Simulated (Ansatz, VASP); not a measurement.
# One calculation of KCl, two programs

```xyz
2
Lattice="3.8392 0.0000 0.0000 0.0000 3.8392 0.0000 0.0000 0.0000 3.8392" Properties=species:S:1:pos:R:3 pbc="T T T"
K     0.0000    0.0000    0.0000
Cl    1.9196    1.9196    1.9196
```

Alike in both runs: task relaxation of cell and atoms; functional PBE; k mesh 6 × 6 × 6; occupations gaussian, width 0.02 eV; no spin polarisation.

```csv
,VASP,Ansatz
version,VASP 6.6.1,Ansatz 0.2.0
potentials or method,"VASP PAW PBE potentials, release 64 (K_sv, Cl), cutoff 600 eV","scalar-relativistic, plane waves, PAW"
valence electrons in the cell,16,16
```

|  | VASP | Ansatz | Ansatz less VASP |
| --- | --- | --- | --- |
| gap on the k mesh at the Fermi level, each at its own relaxed structure (eV) | 4.80 | 4.80 | +0.006 |
| relaxed volume (Å³/atom) | 28.29 | 28.26 | -0.036 |
| relaxed cell length with the largest relative difference (Å) | 3.839 | 3.838 | -0.0016 |

Noted on VASP's run: the relaxation stopped at its first step, so nothing moved.
